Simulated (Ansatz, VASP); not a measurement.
Two plane-wave programs on Fe

```
Fe
1.0
    -1.38396    1.38396    1.38396
     1.38396   -1.38396    1.38396
     1.38396    1.38396   -1.38396
Fe
1
Direct
  0.00000 0.00000 0.00000
```

Alike in both runs: task single point; functional LDA; k mesh 22 × 22 × 22; occupations gaussian, width 0.05 eV; collinear spin.

```csv
,VASP,Ansatz
version,VASP 6.6.1,Ansatz 0.2.0
potentials or method,"VASP PAW LDA potentials, release 64 (Fe), cutoff 520 eV","scalar-relativistic, plane waves, PAW"
valence electrons in the cell,8,16
```

```csv
,VASP,Ansatz,Ansatz less VASP
gap on the k mesh at the Fermi level (eV),none,none,-
pressure (GPa),-5.7,-4.2,+1.46
net moment per atom (μB),1.99,2.04,+0.059
size of the moment on the site where the two differ most (μB),1.95,2.05,+0.092
```

LDA's correlation is that of Perdew and Zunger in VASP and of Perdew and Wang (1992) in Ansatz. Site moments also hang on the region over which each program counts them. A gap of «none» marks a metal or a gap that the smearing closes. VASP's potentials hold 8 valence electrons a cell and Ansatz's 16, so a difference there can come from the potentials and not from the codes.
